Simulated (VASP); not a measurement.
# FeO (Wuestite) (Fm-3m) in VASP: a series of runs, part 2 of 2

VASP 6.6.1. Earlier steps stand in the parts before.

### Step 3. Single point, PBE, collinear spin, ferromagnetic start

This run uses another cell than the first one, of 10.01 Å³/atom, 0.943 times its volume.

Input file INCAR:

```
ALGO = Normal
EDIFF = 1E-6
ENCUT = 600
GGA = PE
GGA_COMPAT = False
ISIF = 2
ISMEAR = 0
ISPIN = 2
LASPH = True
LCHARG = True
LELF = True
LMAXMIX = 4
LORBIT = 11
LREAL = False
LVHAR = True
LWAVE = False
MAGMOM = 3 0
NBANDS = 22
NELM = 200
PREC = Accurate
SIGMA = 0.018000000000000002
```

Input file KPOINTS:

```
k-points
0
Gamma
  11 11 11
```

Input file POSCAR:

```
FeO
1.0
    0.0000000000      2.1554000000      2.1554000000
    2.1554000000      0.0000000000      2.1554000000
    2.1554000000      2.1554000000      0.0000000000
Fe O
1 1
Direct
    0.0000000000      0.0000000000      0.0000000000
    0.5000000000      0.5000000000      0.5000000000
```

Potentials or basis: VASP PAW PBE potentials, release 64 (Fe_sv, O).

The run is started by

```
$ cat potpaw_PBE.64/Fe_sv/POTCAR potpaw_PBE.64/O/POTCAR > POTCAR
$ mpirun -np 1 vasp_std > vasp.out
```

OUTCAR:

```text
EDIFF = 1E-6
   ENCUT = 600
   GGA = PE
   ISIF = 2
   ISMEAR = 0
   ISPIN = 2
   LASPH = True
   LORBIT = 11
   LREAL = False
   NELM = 200
   PREC = Accurate

 ion  position               nearest neighbor table
   1  0.000  0.000  0.000-   2 2.16   2 2.16   2 2.16   2 2.16   2 2.16   2 2.16
   2  0.500  0.500  0.500-   1 2.16   1 2.16   1 2.16   1 2.16   1 2.16   1 2.16

  LATTYP: Found a face centered cubic cell.
 ALAT       =     4.3108000000

  Lattice vectors:

 A1 = (   0.0000000000,   2.1554000000,   2.1554000000)
 A2 = (   2.1554000000,   0.0000000000,   2.1554000000)
 A3 = (   2.1554000000,   2.1554000000,   0.0000000000)

Analysis of symmetry for initial positions (statically):
=====================================================================
 Subroutine PRICEL returns:
 Original cell was already a primitive cell.

 Routine SETGRP: Setting up the symmetry group for a
 face centered cubic supercell.

 Subroutine GETGRP returns: Found 48 space group operations
 (whereof 48 operations were pure point group operations)
 out of a pool of 48 trial point group operations.

The static configuration has the point symmetry O_h .

Analysis of symmetry for dynamics (positions and initial velocities):
=====================================================================
 Subroutine PRICEL returns:
 Original cell was already a primitive cell.

 Routine SETGRP: Setting up the symmetry group for a
 face centered cubic supercell.

 Subroutine GETGRP returns: Found 48 space group operations
 (whereof 48 operations were pure point group operations)
 out of a pool of 48 trial point group operations.

The dynamic configuration has the point symmetry O_h .

Analysis of structural, dynamic, and magnetic symmetry:
=====================================================================
 Subroutine PRICEL returns:
 Original cell was already a primitive cell.

 Routine SETGRP: Setting up the symmetry group for a
 face centered cubic supercell.

 Subroutine GETGRP returns: Found 48 space group operations
 (whereof 48 operations were pure point group operations)
 out of a pool of 48 trial point group operations.

The overall configuration has the point symmetry O_h .

 Subroutine INISYM returns: Found 48 space group operations
 (whereof 48 operations are pure point group operations),
 and found     1 'primitive' translations

----------------------------------------------------------------------------------------

                                     Primitive cell

  volume of cell :      20.0269

  direct lattice vectors                    reciprocal lattice vectors
     0.000000000  2.155400000  2.155400000    -0.231975503  0.231975503  0.231975503
     2.155400000  0.000000000  2.155400000     0.231975503 -0.231975503  0.231975503
     2.155400000  2.155400000  0.000000000     0.231975503  0.231975503 -0.231975503

  length of vectors
     3.048195912  3.048195912  3.048195912     0.401793358  0.401793358  0.401793358

  position of ions in fractional coordinates (direct lattice)
     0.000000000  0.000000000  0.000000000
     0.500000000  0.500000000  0.500000000

  ion indices of the primitive-cell ions
   primitive index   ion index
                 1           1
                 2           2
[... 58 lines left out ...]
   dimension x,y,z NGXF=    48 NGYF=   48 NGZF=   48
   ions per type =               1   1
   NGX,Y,Z   is equivalent  to a cutoff of  13.09, 13.09, 13.09 a.u.
   NGXF,Y,Z  is equivalent  to a cutoff of  26.18, 26.18, 26.18 a.u.
 SYSTEM =  unknown system
   PREC   = accura    normal or accurate (medium, high low for compatibility)
   ISTART =      0    job   : 0-new  1-cont  2-samecut
   ICHARG =      2    charge: 1-file 2-atom 10-const
   ISPIN  =      2    spin polarized calculation?
   LNONCOLLINEAR =      F non collinear calculations
   LSORBIT =      F    spin-orbit coupling
   LASPH  =      T    aspherical Exc in radial PAW
   ENCUT  =  600.0 eV  44.10 Ry    6.64 a.u.   6.09  6.09  6.09*2*pi/ulx,y,z
   NELM   =    200;   NELMIN=  2; NELMDL= -5     # of ELM steps
   EDIFF  = 0.1E-05   stopping-criterion for ELM
   LREAL  =      F    real-space projection
   EDIFFG = 0.1E-04   stopping-criterion for IOM
   NSW    =      0    number of steps for IOM
   IBRION =     -1    ionic relax: 0-MD 1-quasi-New 2-CG
   NFREE  =      0    steps in history (QN), initial steepest desc. (CG)
   ISIF   =      2    stress and relaxation
   ISYM   =      2    0-nonsym 1-usesym 2-fastsym
   POTIM  = 0.5000    time-step for ionic-motion
   TEBEG  =    0.0;   TEEND  =   0.0 temperature during run
   PSTRESS=    0.0 pullay stress
   NELECT =      22.0000    total number of electrons
   NUPDOWN=      -1.0000    fix difference up-down
   EMIN   =  10.00;   EMAX   =-10.00  energy-range for DOS
   EFERMI =   0.00;   METHOD = LEGACY
   ISMEAR =     0;   SIGMA  =   0.02  broadening in eV -4-tet -1-fermi 0-gaus
   EFERMI_NEDOS =   21; number of points for ismear=-14 and -15
   IALGO  =     38    algorithm
   IMIX   =      4    mixing-type and parameters
     AMIX     =   0.40;   BMIX     =  1.00
     AMIX_MAG =   1.60;   BMIX_MAG =  1.00
  volume/ion in A,a.u.               =      10.01        67.57
  Fermi-wavevector in a.u.,A,eV,Ry     =   1.689187  3.192101 38.822242  2.853354
  Thomas-Fermi vector in A             =   2.771359
   LORBIT       =     11    0 simple, 1 ext, 2 COOP (PROOUT), +10 PAW based schemes
   GGA     = PE    functional components
   LHFCALC =     F    Hartree Fock is set to
   AEXX    =    0.0000 exact exchange contribution
   IVDW    =     0    specifies the selected vdW correction
   LEPSILON=     F    determine dielectric tensor
   LRPA    =     F    only Hartree local field effects (RPA)
 spin polarized calculation
 Gauss-broadening in eV      SIGMA  =   0.02
  energy-cutoff  :      600.00
  volume of cell :       20.03
 maximum number of plane-waves:       678
   NGX = 13   NGY = 13   NGZ = 13

 number of electron      22.0000013 magnetization       4.0004732

 Free energy of the ion-electron system (eV)
  ---------------------------------------------------
  ext. energy  EPLUGINS =         0.00000000
  ---------------------------------------------------
  free energy    TOTEN  =       -15.03300057 eV

  energy without entropy =      -15.03261227  energy(sigma->0) =      -15.03280642

 E-fermi :   9.8190     XC(G=0): -12.5281

 val. band max:        9.8151445761   @ k =  -0.3636   0.2727   0.0909
 cond. band min:       9.8265560713   @ k =   0.0000   0.0000   0.0000
 fundamental gap:      0.0114114952
 Fermi energy:         9.8190463285

 spin component 1

 k-point     1 :       0.0000    0.0000    0.0000
  band No.  band energies     occupation
      1     -80.1052      1.00000
      2     -46.1272      1.00000
      3     -46.1272      1.00000
      4     -46.1272      1.00000
      5     -10.9723      1.00000
      6       5.9386      1.00000
[... 589 lines left out ...]
     21      36.0925      0.00000
     22      37.8318      0.00000

 [... further k-points ...]

 spin component 2

 k-point     1 :       0.0000    0.0000    0.0000
  band No.  band energies     occupation
      1     -75.9413      1.00000
      2     -42.0568      1.00000
      3     -42.0568      1.00000
      4     -42.0568      1.00000
      5     -10.4483      1.00000
      6       6.4871      1.00000
[... 589 lines left out ...]
     21      36.8653      0.00000
     22      38.6054      0.00000

 [... further k-points ...]
[... 5 lines left out ...]
  --------------------------------------------------------------------------------------
  -------------------------------------------------------------------------------------
  Total       -0.3293890     -0.3293890     -0.3293890      0.0000000      0.0000000     -0.0000000
  in kB      -26.3515411    -26.3515411    -26.3515411      0.0000000      0.0000000     -0.0000000
  external PRESSURE =     -26.3515411 kB  Pullay stress =       0.0000000 kB

 VOLUME and BASIS-vectors are now :
 -----------------------------------------------------------------------------
  energy-cutoff  :      600.00
  volume of cell :       20.03
      direct lattice vectors                 reciprocal lattice vectors
     0.000000000  2.155400000  2.155400000    -0.231975503  0.231975503  0.231975503
     2.155400000  0.000000000  2.155400000     0.231975503 -0.231975503  0.231975503
     2.155400000  2.155400000  0.000000000     0.231975503  0.231975503 -0.231975503

 POSITION                                       TOTAL-FORCE (eV/Angst)
 -----------------------------------------------------------------------------------
      0.00000      0.00000      0.00000         0.000000      0.000000      0.000000
      2.15540      2.15540      2.15540         0.000000      0.000000     -0.000000
 -----------------------------------------------------------------------------------
    total drift:                                0.000000     -0.000000     -0.000000

  FREE ENERGIE OF THE ION-ELECTRON SYSTEM (eV)
  ---------------------------------------------------
  free  energy   TOTEN  =       -15.0330005693 eV

  energy  without entropy=      -15.0326122652  energy(sigma->0) =      -15.03280642

 total charge

# of ion       s       p       d       tot
------------------------------------------
    1        2.103   5.997   5.513  13.612
    2        1.552   3.441   0.000   4.993
--------------------------------------------------
tot          3.655   9.437   5.513  18.605

 magnetization (x)

# of ion       s       p       d       tot
------------------------------------------
    1        0.015   0.010   3.451   3.477
    2        0.030   0.266   0.000   0.296
--------------------------------------------------
tot          0.045   0.276   3.451   3.773
```

OSZICAR:

```text
N       E                     dE             d eps       ncg     rms          rms(c)
DAV:   1     0.306914511199E+03    0.30691E+03   -0.12927E+04  5126   0.144E+03
DAV:   2    -0.176410844789E+00   -0.30709E+03   -0.28981E+03  5132   0.470E+02
DAV:   3    -0.173402319216E+02   -0.17164E+02   -0.16988E+02  5900   0.127E+02
DAV:   4    -0.176139570334E+02   -0.27373E+00   -0.27366E+00  5522   0.176E+01
DAV:   5    -0.176209275396E+02   -0.69705E-02   -0.69704E-02  5960   0.290E+00    0.168E+01
DAV:   6    -0.155617098415E+02    0.20592E+01   -0.15950E+01  7892   0.560E+01    0.253E+01
DAV:   7    -0.150592418557E+02    0.50247E+00   -0.24033E+00  6920   0.309E+01    0.110E+01
DAV:   8    -0.150478365635E+02    0.11405E-01   -0.12145E-01  5706   0.315E+00    0.588E+00
DAV:   9    -0.150328562288E+02    0.14980E-01   -0.32549E-02  7344   0.258E+00    0.919E-01
DAV:  10    -0.150327272413E+02    0.12899E-03   -0.68264E-03  6484   0.126E+00    0.149E-01
DAV:  11    -0.150329531764E+02   -0.22594E-03   -0.72510E-04  6370   0.226E-01    0.711E-02
DAV:  12    -0.150329879233E+02   -0.34747E-04   -0.53156E-05  6080   0.743E-02    0.368E-02
DAV:  13    -0.150330012051E+02   -0.13282E-04   -0.24620E-05  5636   0.459E-02    0.119E-02
DAV:  14    -0.150330005693E+02    0.63581E-06   -0.97371E-07  4816   0.106E-02
   1 F= -.15033001E+02 E0= -.15032806E+02  d E =-.388304E-03  mag=     4.0003
```

It took 27 s on 1 thread of Intel Xeon Platinum 8488C (Sapphire Rapids), shared host; peak memory 0.18 GiB.

What came out:

* Free energy: -15.0330 eV
* Pressure: -2.6 GPa
* Band gap on the k mesh: zero (filled and empty bands overlap)
* Net moment: 4.00 μB per cell
* Site moments: Fe +3.48; O +0.30 μB
* Valence electrons inside the program's atomic spheres: Fe 13.61; O 4.99

Caveat: a cell with one magnetic atom can't hold antiferromagnetic order, which such compounds often take; semilocal functionals often make such compounds metallic where correlation or magnetic order opens a gap, which also shifts bond lengths.

### Step 4. Comparison with measurements

Step 3. Against the measured gap of FeO, 2.4 eV (optical; quoted in “W\"ustite: Electric, thermodynamic and optical properties of FeO”, 2012, arxiv:1203.1201), the calculated 0.00 eV is off by -2.40 eV. So large a miss can be the level of theory's own, or it may mean another phase, state or a wrong row. The value is that of PBE on a finite k mesh, which can miss the band edges, without temperature or zero-point motion. Semilocal functionals fall short of measured gaps as a rule. The run's magnetic order (collinear spin, ferromagnetic start) needn't be the measured crystal's.
